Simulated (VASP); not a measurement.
Wanted: the native input for a VASP 6.6.1 run.

```yaml
Task: single point
Functional: RPBE
Potentials_or_basis: VASP PAW PBE potentials, release 64 (Cd, S)
Cutoff: 500 eV
k_mesh: 8 × 8 × 8
Occupations: gaussian, width 0.1 eV
Spin: no spin polarisation
Dipole_correction: no
Further_INCAR_settings: ALGO = Normal; EDIFF = 1e-06; NBANDS = 16
```

The structure of CdS lies in POSCAR:

```
CdS
1.0
    0.0000000000      2.7532440000      2.7532440000
    2.7532440000      0.0000000000      2.7532440000
    2.7532440000      2.7532440000      0.0000000000
Cd S
1 1
Direct
    0.0000000000      0.0000000000      0.0000000000
    0.5000000000      0.5000000000      0.5000000000
```

These files were run (other wordings do the same):

INCAR

```
SYSTEM = CdS
PREC = Accurate
ENCUT = 500
EDIFF = 1E-6
ISMEAR = 0
SIGMA = 0.1
LREAL = .False.
LASPH = .True.
NELM = 120
ALGO = Normal
ISIF = 2
LWAVE = .False.
LCHARG = .False.
GGA = RP
NBANDS = 16
GGA_COMPAT = .False.
```

KPOINTS

```
regular mesh
0
Gamma
  8 8 8
  0 0 0
```

Potentials or basis: VASP PAW PBE potentials, release 64 (Cd, S).

Launch:

```console
$ cat potpaw_PBE.64/Cd/POTCAR potpaw_PBE.64/S/POTCAR > POTCAR
$ mpirun -np 1 vasp_std > vasp.out
```

It gave:

```
Pressure               : 2.5 GPa
Band gap on the k mesh : 0.37 eV, indirect (least direct gap 1.66 eV)
```

Caveat: the PAW data sets were made with another functional, which shifts forces and pressure a little.

Wall time 14 s on 1 thread of Intel Xeon 8259CL, with other jobs on the host, peak memory 0.16 GiB.
